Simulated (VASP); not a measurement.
# Ag (P6_3/mmc) in VASP: a series of runs, part 2 of 2

VASP 6.6.1.

## 4. Single point, LDA (zz strain of -2 %)

Input file INCAR:

```
PREC     = Accurate       # precision mode
ENCUT    = 520            # plane-wave cutoff, eV
EDIFF    = 1E-6           # SCF threshold, eV
ISMEAR   = -1             # smearing method
SIGMA    = 0.08           # smearing width, eV
LREAL    = False          # projectors in reciprocal space
LASPH    = True           # aspherical terms in the spheres
NELM     = 100            # most SCF steps
ALGO     = Normal         # electronic algorithm
ISIF     = 2              # what is computed and relaxed
LWAVE    = False          # write WAVECAR
LCHARG   = False          # write CHGCAR
GGA      = CA             # functional
NBANDS   = 30             # bands
```

Input file KPOINTS:

```
regular mesh
0
Gamma
  14 14 4
```

Input file POSCAR:

```
Ag
1.0
    2.8861989086      0.0000000000      0.0000000000
   -1.4430994543      2.4995215753      0.0000000000
    0.0000000000      0.0000000000      9.8000000000
Ag
4
Direct
    0.3333333333      0.6666666667      0.2500000000
    0.6666666667      0.3333333333      0.7500000000
    0.0000000000      0.0000000000      0.0000000000
    0.0000000000      0.0000000000      0.5000000000
```

Potentials or basis: VASP PAW LDA potentials, release 64 (Ag).

On the command line:

```
$ cat potpaw_LDA.64/Ag/POTCAR > POTCAR
$ mpirun -np 1 vasp_std > vasp.out
```

OUTCAR:

```text
PREC = Accurate
   ENCUT = 520
   EDIFF = 1E-6
   ISMEAR = -1
   LREAL = False
   LASPH = True
   NELM = 100
   ISIF = 2
   GGA = CA

 ion  position               nearest neighbor table
   1  0.333  0.667  0.250-   3 2.96   4 2.96   3 2.96   4 2.96   3 2.96   4 2.96
   2  0.667  0.333  0.750-   3 2.96   4 2.96   3 2.96   4 2.96   3 2.96   4 2.96
   3  0.000  0.000  0.000-   1 2.96   2 2.96   2 2.96   1 2.96   2 2.96   1 2.96
   4  0.000  0.000  0.500-   1 2.96   2 2.96   2 2.96   1 2.96   2 2.96   1 2.96

  LATTYP: Found a hexagonal cell.
 ALAT       =     2.8861989086
 C/A-ratio  =     3.3954693735

  Lattice vectors:

 A1 = (   2.8861989086,   0.0000000000,   0.0000000000)
 A2 = (  -1.4430994543,   2.4995215753,   0.0000000000)
 A3 = (   0.0000000000,   0.0000000000,   9.8000000000)

Analysis of symmetry for initial positions (statically):
=====================================================================
 Subroutine PRICEL returns:
 Original cell was already a primitive cell.

 Routine SETGRP: Setting up the symmetry group for a
 hexagonal supercell.

 Subroutine GETGRP returns: Found 24 space group operations
 (whereof 12 operations were pure point group operations)
 out of a pool of 24 trial point group operations.

The static configuration has the point symmetry D_3d.
 The point group associated with its full space group is D_6h.

Analysis of symmetry for dynamics (positions and initial velocities):
=====================================================================
 Subroutine PRICEL returns:
 Original cell was already a primitive cell.

 Routine SETGRP: Setting up the symmetry group for a
 hexagonal supercell.

 Subroutine GETGRP returns: Found 24 space group operations
 (whereof 12 operations were pure point group operations)
 out of a pool of 24 trial point group operations.

The dynamic configuration has the point symmetry D_3d.
 The point group associated with its full space group is D_6h.

 Subroutine INISYM returns: Found 24 space group operations
 (whereof 12 operations are pure point group operations),
 and found     1 'primitive' translations

----------------------------------------------------------------------------------------

                                     Primitive cell

  volume of cell :      70.6983

  direct lattice vectors                    reciprocal lattice vectors
     2.886198909  0.000000000  0.000000000     0.346476467  0.200038281  0.000000000
    -1.443099454  2.499521575  0.000000000     0.000000000  0.400076563  0.000000000
     0.000000000  0.000000000  9.800000000     0.000000000  0.000000000  0.102040816

  length of vectors
     2.886198909  2.886198909  9.800000000     0.400076563  0.400076563  0.102040816

  position of ions in fractional coordinates (direct lattice)
     0.333333333  0.666666667  0.250000000
     0.666666667  0.333333333  0.750000000
     0.000000000  0.000000000  0.000000000
     0.000000000  0.000000000  0.500000000

  ion indices of the primitive-cell ions
   primitive index   ion index
                 1           1
                 2           2
                 3           3
                 4           4

----------------------------------------------------------------------------------------

[... 23 lines left out ...]

 Following reciprocal coordinates:
            Coordinates               Weight
  0.000000  0.000000  0.000000      1.000000
  0.071429  0.000000  0.000000      6.000000
  0.142857  0.000000  0.000000      6.000000
  0.214286 -0.000000  0.000000      6.000000
  0.285714  0.000000  0.000000      6.000000
  0.357143  0.000000  0.000000      6.000000
[... 16 lines left out ...]
  0.285714  0.285714  0.000000      6.000000
  0.357143  0.285714  0.000000      6.000000
 [... further k-points ...]
   k-points           NKPTS =     72   k-points in BZ     NKDIM =     72   number of bands    NBANDS=     30
   number of dos      NEDOS =    301   number of ions     NIONS =      4
   total plane-waves  NPLWV =  46080
   dimension x,y,z NGX =    24 NGY =   24 NGZ =   80
   dimension x,y,z NGXF=    48 NGYF=   48 NGZF=  160
   ions per type =               4
   NGX,Y,Z   is equivalent  to a cutoff of  13.82, 13.82, 13.57 a.u.
   NGXF,Y,Z  is equivalent  to a cutoff of  27.65, 27.65, 27.14 a.u.
 SYSTEM =  unknown system
   PREC   = accura    normal or accurate (medium, high low for compatibility)
   ISTART =      0    job   : 0-new  1-cont  2-samecut
   ICHARG =      2    charge: 1-file 2-atom 10-const
   ISPIN  =      1    spin polarized calculation?
   LNONCOLLINEAR =      F non collinear calculations
   LSORBIT =      F    spin-orbit coupling
   LASPH  =      T    aspherical Exc in radial PAW
   ENCUT  =  520.0 eV  38.22 Ry    6.18 a.u.   5.37  5.37 18.22*2*pi/ulx,y,z
   NELM   =    100;   NELMIN=  2; NELMDL= -5     # of ELM steps
   EDIFF  = 0.1E-05   stopping-criterion for ELM
   LREAL  =      F    real-space projection
   EDIFFG = 0.1E-04   stopping-criterion for IOM
   NSW    =      0    number of steps for IOM
   IBRION =     -1    ionic relax: 0-MD 1-quasi-New 2-CG
   NFREE  =      0    steps in history (QN), initial steepest desc. (CG)
   ISIF   =      2    stress and relaxation
   ISYM   =      2    0-nonsym 1-usesym 2-fastsym
   POTIM  = 0.5000    time-step for ionic-motion
   TEBEG  =    0.0;   TEEND  =   0.0 temperature during run
   PSTRESS=    0.0 pullay stress
   NELECT =      44.0000    total number of electrons
   NUPDOWN=      -1.0000    fix difference up-down
   EMIN   =  10.00;   EMAX   =-10.00  energy-range for DOS
   EFERMI =   0.00;   METHOD = LEGACY
   ISMEAR =    -1;   SIGMA  =   0.08  broadening in eV -4-tet -1-fermi 0-gaus
   EFERMI_NEDOS =   21; number of points for ismear=-14 and -15
   IALGO  =     38    algorithm
   IMIX   =      4    mixing-type and parameters
     AMIX     =   0.40;   BMIX     =  1.00
     AMIX_MAG =   1.60;   BMIX_MAG =  1.00
  volume/ion in A,a.u.               =      17.67       119.27
  Fermi-wavevector in a.u.,A,eV,Ry     =   1.397728  2.641323 26.580932  1.953643
  Thomas-Fermi vector in A             =   2.520956
   LORBIT       =      0    0 simple, 1 ext, 2 COOP (PROOUT), +10 PAW based schemes
   GGA     = CA    functional components
   LHFCALC =     F    Hartree Fock is set to
   AEXX    =    0.0000 exact exchange contribution
   IVDW    =     0    specifies the selected vdW correction
   LEPSILON=     F    determine dielectric tensor
   LRPA    =     F    only Hartree local field effects (RPA)
 non-spin polarized calculation
  energy-cutoff  :      520.00
  volume of cell :       70.70
 maximum number of plane-waves:      1944
 NGX is ok and might be reduce to    24
   NGX = 11   NGY = 11   NGZ = 37

 number of electron      44.0000004 magnetization

 Free energy of the ion-electron system (eV)
  ---------------------------------------------------
  ext. energy  EPLUGINS =         0.00000000
  ---------------------------------------------------
  free energy    TOTEN  =       -14.87833275 eV

  energy without entropy =      -14.85016869  energy(sigma->0) =      -14.86425072

 E-fermi :   7.6034     XC(G=0): -12.3714

 val. band max:        7.5938675509   @ k =   0.5000   0.0000   0.0000
 cond. band min:       7.6627497230   @ k =   0.3571   0.0000   0.2500
 fundamental gap:      0.0688821721
 Fermi energy:         7.6034423529

 k-point     1 :       0.0000    0.0000    0.0000
  band No.  band energies     occupation
      1       0.0832      2.00000
      2       1.3379      2.00000
      3       1.3424      2.00000
      4       1.4318      2.00000
      5       2.8476      2.00000
      6       3.0193      2.00000
[... 781 lines left out ...]
     29      14.1658      0.00000
     30      16.4926      0.00000

 [... further k-points ...]

------------------------ aborting loop because EDIFF is reached ----------------------------------------

  FORCE on cell =-STRESS in cart. coord.  units (eV):
  Direction    XX          YY          ZZ          XY          YZ          ZX
  --------------------------------------------------------------------------------------
  -------------------------------------------------------------------------------------
  Total       -3.9183361     -3.9183361     -5.2144668      0.0000000      0.0000000      0.0000000
  in kB      -88.7979710    -88.7979710   -118.1710967      0.0000000      0.0000000      0.0000000
  external PRESSURE =     -98.5890129 kB  Pullay stress =       0.0000000 kB

 VOLUME and BASIS-vectors are now :
 -----------------------------------------------------------------------------
  energy-cutoff  :      520.00
  volume of cell :       70.70
      direct lattice vectors                 reciprocal lattice vectors
     2.886198909  0.000000000  0.000000000     0.346476467  0.200038281  0.000000000
    -1.443099454  2.499521575  0.000000000     0.000000000  0.400076563  0.000000000
     0.000000000  0.000000000  9.800000000     0.000000000  0.000000000  0.102040816

 POSITION                                       TOTAL-FORCE (eV/Angst)
 -----------------------------------------------------------------------------------
     -0.00000      1.66635      2.45000        -0.000000      0.000000     -0.000000
      1.44310      0.83317      7.35000         0.000000      0.000000      0.000000
      0.00000      0.00000      0.00000        -0.000000      0.000000      0.000000
      0.00000      0.00000      4.90000        -0.000000      0.000000      0.000000
 -----------------------------------------------------------------------------------
    total drift:                               -0.000000      0.000000     -0.000000

  FREE ENERGIE OF THE ION-ELECTRON SYSTEM (eV)
  ---------------------------------------------------
  free  energy   TOTEN  =       -14.8783327510 eV

  energy  without entropy=      -14.8501686907  energy(sigma->0) =      -14.86425072
```

Run time: 82 s. Hardware: 1 thread of Intel Xeon Platinum 8488C (Sapphire Rapids), shared host; peak memory 0.24 GiB.

Results:

```yaml
Free_energy: -14.8783 eV
Pressure: -9.9 GPa
Band_gap_on_the_k_mesh: zero (bands 22 and 23 overlap by 5.96 eV)
```

Caveat: the cell differs from its parent crystal (zz strain of -2 %); the cell stands under tension.

## 5. The runs side by side

```tsv
cell	gap on the mesh (eV)	pressure (GPa)
a = 2.896, b = 2.896, c = 10.033 Å, angles 90.0, 90.0, 120.0°, 4 atoms	none	-11.7
a = 2.905, b = 2.905, c = 10.066 Å, angles 90.0, 90.0, 120.0°, 4 atoms	none	-12.3
a = 2.886, b = 2.886, c = 9.800 Å, angles 90.0, 90.0, 120.0°, 4 atoms	none	-9.9
```

Alike in all rows: task single point; level LDA; potentials or basis VASP PAW LDA potentials, release 64 (Ag); no spin polarisation; k mesh 14 × 14 × 4; cutoff (eV) 520; smearing fermi-dirac 0.08 eV.

Caveats: the cell stands under tension.

Total energies depend on the potentials used, so only differences within one code and one set of settings carry meaning.

The gap in the log of VASP goes by the Fermi energy; the results here count the filled bands.